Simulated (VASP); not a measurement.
# YScB2O6 (R-3) in VASP: single point with LDA

Aim: the single point of YScB2O6 with LDA.

All numbers are computed with VASP 6.6.1; they aren't measurements. Logs are shortened: lines on timing, memory, paths and dates and some standing lists are left out, and cuts for length are marked.

## Step 1: The cell of the first run

Symmetry: R-3, No. 148, trigonal system. Conventional cell: a = 4.911 Å, b = 4.911 Å, c = 16.119 Å, α = 90.00°, β = 90.00°, γ = 120.00°. Within 3.1 Å of Y (site symmetry -3) lie 6 O at 2.32 Å. Within 2.8 Å of Sc (site symmetry -3) lie 6 O at 2.14 Å. Within 1.9 Å of B (site symmetry 3) lie 3 O at 1.39 Å. Within 1.9 Å of O (site symmetry 1) lie 1 B at 1.39 Å.

## Step 2: Single point, LDA

Contents of INCAR:

```
ALGO = Normal
EDIFF = 1E-6
ENCUT = 520
GGA = CA
ISIF = 2
ISMEAR = 0
LASPH = True
LCHARG = False
LREAL = False
LWAVE = False
NBANDS = 43
NELM = 80
PREC = Accurate
SIGMA = 0.01
```

Contents of KPOINTS:

```
k-points
0
Gamma
  4 4 4
```

Contents of POSCAR:

```
YScB2O6
1.0
    2.4552590000      1.4175450000      5.3730250000
   -2.4552590000      1.4175450000      5.3730250000
    0.0000000000     -2.8350890000      5.3730250000
Y Sc B O
1 1 2 6
Direct
    0.5000000000      0.5000000000      0.5000000000
    0.0000000000      0.0000000000      0.0000000000
    0.2550070000      0.2550070000      0.2550070000
    0.7449930000      0.7449930000      0.7449930000
    0.2335430000      0.5458800000      0.9815470000
    0.9815470000      0.2335430000      0.5458800000
    0.5458800000      0.9815470000      0.2335430000
    0.0184530000      0.7664570000      0.4541200000
    0.4541200000      0.0184530000      0.7664570000
    0.7664570000      0.4541200000      0.0184530000
```

Potentials or basis: VASP PAW LDA potentials, release 64 (Y_sv, Sc_sv, B, O).

The run is started by

```console
cat potpaw_LDA.64/Y_sv/POTCAR potpaw_LDA.64/Sc_sv/POTCAR potpaw_LDA.64/B/POTCAR potpaw_LDA.64/O/POTCAR > POTCAR
mpirun -np 1 vasp_std > vasp.out
```

OUTCAR:

```text
EDIFF = 1E-6
   ENCUT = 520
   GGA = CA
   ISIF = 2
   ISMEAR = 0
   LASPH = True
   LREAL = False
   NELM = 80
   PREC = Accurate

 ion  position               nearest neighbor table
   1  0.500  0.500  0.500-   6 2.32   8 2.32   5 2.32  10 2.32   9 2.32   7 2.32   3 3.17   3 3.17
                             4 3.17   4 3.17   3 3.17   4 3.17
   2  0.000  0.000  0.000-   5 2.14  10 2.14   8 2.14   6 2.14   9 2.14   7 2.14
   3  0.255  0.255  0.255-   7 1.39   5 1.39   6 1.39   1 3.17   1 3.17   1 3.17
   4  0.745  0.745  0.745-   9 1.39  10 1.39   8 1.39   1 3.17   1 3.17   1 3.17
   5  0.234  0.546  0.982-   3 1.39   2 2.14   1 2.32
   6  0.982  0.234  0.546-   3 1.39   2 2.14   1 2.32
   7  0.546  0.982  0.234-   3 1.39   2 2.14   1 2.32
   8  0.018  0.766  0.454-   4 1.39   2 2.14   1 2.32
   9  0.454  0.018  0.766-   4 1.39   2 2.14   1 2.32
  10  0.766  0.454  0.018-   4 1.39   2 2.14   1 2.32

  LATTYP: Found a trigonal (rhomboedric) cell.
 ALAT       =     6.0751237218
 COS(alpha) =     0.6733260733

  Lattice vectors:

 A1 = (   2.4552590000,   1.4175450000,   5.3730250000)
 A2 = (  -2.4552590000,   1.4175450000,   5.3730250000)
 A3 = (   0.0000000000,  -2.8350890000,   5.3730250000)

Analysis of symmetry for initial positions (statically):
=====================================================================
 Subroutine PRICEL returns:
 Original cell was already a primitive cell.

 Routine SETGRP: Setting up the symmetry group for a
 trigonal (rhombohedral) supercell.

 Subroutine GETGRP returns: Found  6 space group operations
 (whereof  6 operations were pure point group operations)
 out of a pool of 12 trial point group operations.

The static configuration has the point symmetry S_6 .

Analysis of symmetry for dynamics (positions and initial velocities):
=====================================================================
 Subroutine PRICEL returns:
 Original cell was already a primitive cell.

 Routine SETGRP: Setting up the symmetry group for a
 trigonal (rhombohedral) supercell.

 Subroutine GETGRP returns: Found  6 space group operations
 (whereof  6 operations were pure point group operations)
 out of a pool of 12 trial point group operations.

The dynamic configuration has the point symmetry S_6 .

 Subroutine INISYM returns: Found  6 space group operations
 (whereof  6 operations are pure point group operations),
 and found     1 'primitive' translations

----------------------------------------------------------------------------------------

                                     Primitive cell

  volume of cell :     112.2029

  direct lattice vectors                    reciprocal lattice vectors
     2.455259000  1.417545000  5.373025000     0.203644503  0.117574190  0.062038292
    -2.455259000  1.417545000  5.373025000    -0.203644503  0.117574190  0.062038292
     0.000000000 -2.835089000  5.373025000     0.000000000 -0.235148381  0.062038314

  length of vectors
     6.075123722  6.075123722  6.075123644     0.243194416  0.243194416  0.243194394

  position of ions in fractional coordinates (direct lattice)
     0.500000000  0.500000000  0.500000000
     0.000000000  0.000000000  0.000000000
     0.255007000  0.255007000  0.255007000
     0.744993000  0.744993000  0.744993000
     0.233543000  0.545880000  0.981547000
     0.981547000  0.233543000  0.545880000
     0.545880000  0.981547000  0.233543000
     0.018453000  0.766457000  0.454120000
     0.454120000  0.018453000  0.766457000
     0.766457000  0.454120000  0.018453000

  ion indices of the primitive-cell ions
   primitive index   ion index
                 1           1
                 2           2
                 3           3
                 4           4
                 5           5
                 6           6
                 7           7
                 8           8
                 9           9
                10          10

----------------------------------------------------------------------------------------

 KPOINTS: k-points

Automatic generation of k-mesh.
 Grid dimensions read from file:
 generate k-points for:    4    4    4

 Generating k-lattice:

  Cartesian coordinates                     Fractional coordinates (reciprocal lattice)
     0.050911126  0.029393548  0.015509573     0.250000000  0.000000000  0.000000000
    -0.050911126  0.029393548  0.015509573     0.000000000  0.250000000  0.000000000
     0.000000000 -0.058787095  0.015509578    -0.000000000 -0.000000000  0.250000000

  Length of vectors
     0.060798604  0.060798604  0.060798599

  Shift w.r.t. Gamma in fractional coordinates (k-lattice)
     0.000000000  0.000000000  0.000000000

 Subroutine IBZKPT returns following result:
 ===========================================

 Found     14 irreducible k-points:

 Following reciprocal coordinates:
            Coordinates               Weight
  0.000000  0.000000  0.000000      1.000000
  0.250000  0.000000  0.000000      6.000000
  0.500000  0.000000  0.000000      3.000000
  0.250000  0.250000  0.000000      6.000000
  0.500000  0.250000 -0.000000      6.000000
  0.500000  0.000000 -0.250000      6.000000
 -0.250000  0.250000  0.000000      6.000000
  0.500000  0.500000  0.000000      3.000000
  0.250000  0.250000  0.250000      2.000000
  0.500000  0.250000  0.250000      6.000000
 -0.250000  0.250000  0.250000      6.000000
  0.500000  0.500000  0.250000      6.000000
 -0.250000  0.500000  0.250000      6.000000
  0.500000  0.500000  0.500000      1.000000
   k-points           NKPTS =     14   k-points in BZ     NKDIM =     14   number of bands    NBANDS=     43
   number of dos      NEDOS =    301   number of ions     NIONS =     10
   total plane-waves  NPLWV = 110592
   dimension x,y,z NGX =    48 NGY =   48 NGZ =   48
   dimension x,y,z NGXF=    96 NGYF=   96 NGZF=   96
   ions per type =               1   1   2   6
   NGX,Y,Z   is equivalent  to a cutoff of  13.14, 13.14, 13.14 a.u.
   NGXF,Y,Z  is equivalent  to a cutoff of  26.27, 26.27, 26.27 a.u.
 SYSTEM =  unknown system
   PREC   = accura    normal or accurate (medium, high low for compatibility)
   ISTART =      0    job   : 0-new  1-cont  2-samecut
   ICHARG =      2    charge: 1-file 2-atom 10-const
   ISPIN  =      1    spin polarized calculation?
   LNONCOLLINEAR =      F non collinear calculations
   LSORBIT =      F    spin-orbit coupling
   LASPH  =      T    aspherical Exc in radial PAW
   ENCUT  =  520.0 eV  38.22 Ry    6.18 a.u.  11.30 11.30 11.30*2*pi/ulx,y,z
   NELM   =     80;   NELMIN=  2; NELMDL= -5     # of ELM steps
   EDIFF  = 0.1E-05   stopping-criterion for ELM
   LREAL  =      F    real-space projection
   EDIFFG = 0.1E-04   stopping-criterion for IOM
   NSW    =      0    number of steps for IOM
   IBRION =     -1    ionic relax: 0-MD 1-quasi-New 2-CG
   NFREE  =      0    steps in history (QN), initial steepest desc. (CG)
   ISIF   =      2    stress and relaxation
   ISYM   =      2    0-nonsym 1-usesym 2-fastsym
   POTIM  = 0.5000    time-step for ionic-motion
   TEBEG  =    0.0;   TEEND  =   0.0 temperature during run
   PSTRESS=    0.0 pullay stress
   NELECT =      64.0000    total number of electrons
   NUPDOWN=      -1.0000    fix difference up-down
   EMIN   =  10.00;   EMAX   =-10.00  energy-range for DOS
   EFERMI =   0.00;   METHOD = LEGACY
   ISMEAR =     0;   SIGMA  =   0.01  broadening in eV -4-tet -1-fermi 0-gaus
   EFERMI_NEDOS =   21; number of points for ismear=-14 and -15
   IALGO  =     38    algorithm
   IMIX   =      4    mixing-type and parameters
     AMIX     =   0.40;   BMIX     =  1.00
     AMIX_MAG =   1.60;   BMIX_MAG =  1.00
  volume/ion in A,a.u.               =      11.22        75.72
  Fermi-wavevector in a.u.,A,eV,Ry     =   1.357688  2.565659 25.079860  1.843318
  Thomas-Fermi vector in A             =   2.484585
   LORBIT       =      0    0 simple, 1 ext, 2 COOP (PROOUT), +10 PAW based schemes
   GGA     = CA    functional components
   LHFCALC =     F    Hartree Fock is set to
   AEXX    =    0.0000 exact exchange contribution
   IVDW    =     0    specifies the selected vdW correction
   LEPSILON=     F    determine dielectric tensor
   LRPA    =     F    only Hartree local field effects (RPA)
 non-spin polarized calculation
 Gauss-broadening in eV      SIGMA  =   0.01
  energy-cutoff  :      520.00
  volume of cell :      112.20
 maximum number of plane-waves:      3036
 NGX is ok and might be reduce to    48
   NGX = 23   NGY = 23   NGZ = 23

 number of electron      63.9999999 magnetization

 Free energy of the ion-electron system (eV)
  ---------------------------------------------------
  ext. energy  EPLUGINS =         0.00000000
  ---------------------------------------------------
  free energy    TOTEN  =       -94.20260520 eV

  energy without entropy =      -94.20260520  energy(sigma->0) =      -94.20260520

 E-fermi :   1.6456     XC(G=0): -10.9857

 val. band max:        1.4872146976   @ k =   0.5000   0.5000   0.0000
 cond. band min:       5.8381886238   @ k =   0.5000   0.5000   0.0000
 fundamental gap:      4.3509739262
 Fermi energy:         1.6455873151

 k-point     1 :       0.0000    0.0000    0.0000
  band No.  band energies     occupation
      1     -45.5060      2.00000
      2     -38.5050      2.00000
      3     -24.5523      2.00000
      4     -24.5523      2.00000
      5     -24.5017      2.00000
      6     -18.9260      2.00000
[... 35 lines left out ...]
     42       8.8293      0.00000
     43       9.9760      0.00000

 k-point     2 :       0.2500    0.0000    0.0000
  band No.  band energies     occupation
      1     -45.5060      2.00000
      2     -38.5046      2.00000
      3     -24.5591      2.00000
      4     -24.5538      2.00000
      5     -24.4987      2.00000
      6     -18.9520      2.00000
[... 35 lines left out ...]
     42       9.0894      0.00000
     43       9.6653      0.00000

 k-point     3 :       0.5000    0.0000    0.0000
  band No.  band energies     occupation
      1     -45.5059      2.00000
      2     -38.5041      2.00000
      3     -24.5659      2.00000
      4     -24.5554      2.00000
      5     -24.4956      2.00000
      6     -19.0331      2.00000
[... 35 lines left out ...]
     42       9.4909      0.00000
     43       9.6796      0.00000

 k-point     4 :       0.2500    0.2500    0.0000
  band No.  band energies     occupation
      1     -45.5060      2.00000
      2     -38.5046      2.00000
      3     -24.5592      2.00000
      4     -24.5542      2.00000
      5     -24.4990      2.00000
      6     -18.9552      2.00000
[... 403 lines left out ...]
     42       9.5591      0.00000
     43       9.7487      0.00000

 k-point    13 :      -0.2500    0.5000    0.2500
  band No.  band energies     occupation
      1     -45.5059      2.00000
      2     -38.5041      2.00000
      3     -24.5641      2.00000
      4     -24.5585      2.00000
      5     -24.4967      2.00000
      6     -18.9842      2.00000
[... 35 lines left out ...]
     42       9.6027      0.00000
     43      10.2562      0.00000

 k-point    14 :       0.5000    0.5000    0.5000
  band No.  band energies     occupation
      1     -45.5060      2.00000
      2     -38.5050      2.00000
      3     -24.5523      2.00000
      4     -24.5523      2.00000
      5     -24.5016      2.00000
      6     -18.9952      2.00000
[... 35 lines left out ...]
     42       9.1843      0.00000
     43       9.6899      0.00000

------------------------ aborting loop because EDIFF is reached ----------------------------------------

  FORCE on cell =-STRESS in cart. coord.  units (eV):
  Direction    XX          YY          ZZ          XY          YZ          ZX
  --------------------------------------------------------------------------------------
  -------------------------------------------------------------------------------------
  Total       -7.2295549     -7.2295572     -6.0008597      0.0000000     -0.0000004      0.0000000
  in kB     -103.2328624   -103.2328948    -85.6879744      0.0000000     -0.0000053      0.0000000
  external PRESSURE =     -97.3845772 kB  Pullay stress =       0.0000000 kB

 VOLUME and BASIS-vectors are now :
 -----------------------------------------------------------------------------
  energy-cutoff  :      520.00
  volume of cell :      112.20
      direct lattice vectors                 reciprocal lattice vectors
     2.455259000  1.417545000  5.373025000     0.203644503  0.117574190  0.062038292
    -2.455259000  1.417545000  5.373025000    -0.203644503  0.117574190  0.062038292
     0.000000000 -2.835089000  5.373025000     0.000000000 -0.235148381  0.062038314

 POSITION                                       TOTAL-FORCE (eV/Angst)
 -----------------------------------------------------------------------------------
      0.00000      0.00000      8.05954         0.000000      0.000000     -0.000000
      0.00000      0.00000      0.00000         0.000000      0.000000     -0.000000
      0.00000      0.00000      4.11048         0.000000     -0.000000     -0.012250
      0.00000      0.00000     12.00860         0.000000      0.000000      0.012250
     -0.76687     -1.67791      9.46174         0.123858     -0.104767      0.004851
      1.83654      0.17483      9.46174         0.028802      0.159648      0.004851
     -1.06968      1.50308      9.46174        -0.152660     -0.054881      0.004851
     -1.83654     -0.17483      6.65734        -0.028802     -0.159648     -0.004851
      1.06968     -1.50308      6.65734         0.152660      0.054881     -0.004851
      0.76687      1.67791      6.65734        -0.123858      0.104767     -0.004851
 -----------------------------------------------------------------------------------
    total drift:                                0.000000      0.000000      0.000000

  FREE ENERGIE OF THE ION-ELECTRON SYSTEM (eV)
  ---------------------------------------------------
  free  energy   TOTEN  =       -94.2026052038 eV

  energy  without entropy=      -94.2026052038  energy(sigma->0) =      -94.20260520
```

Run time: 5.7 min. Hardware: 1 thread of AMD EPYC 7R13, shared host; peak memory 0.28 GiB.

Results:

| Property | Result |
| --- | --- |
| Free energy | -94.2026 eV |
| Pressure | -9.7 GPa |
| Largest force | 0.162 eV/Å |
| Band gap on the k mesh | 4.35 eV, direct |

Forces in eV/Å, atoms in the order of the input:
```
Y    0.000  0.000  0.000
Sc   0.000  0.000  0.000
B    0.000  0.000 -0.012
B    0.000  0.000  0.012
O    0.124 -0.105  0.005
O    0.029  0.160  0.005
O   -0.153 -0.055  0.005
O   -0.029 -0.160 -0.005
O    0.153  0.055 -0.005
O   -0.124  0.105 -0.005
```
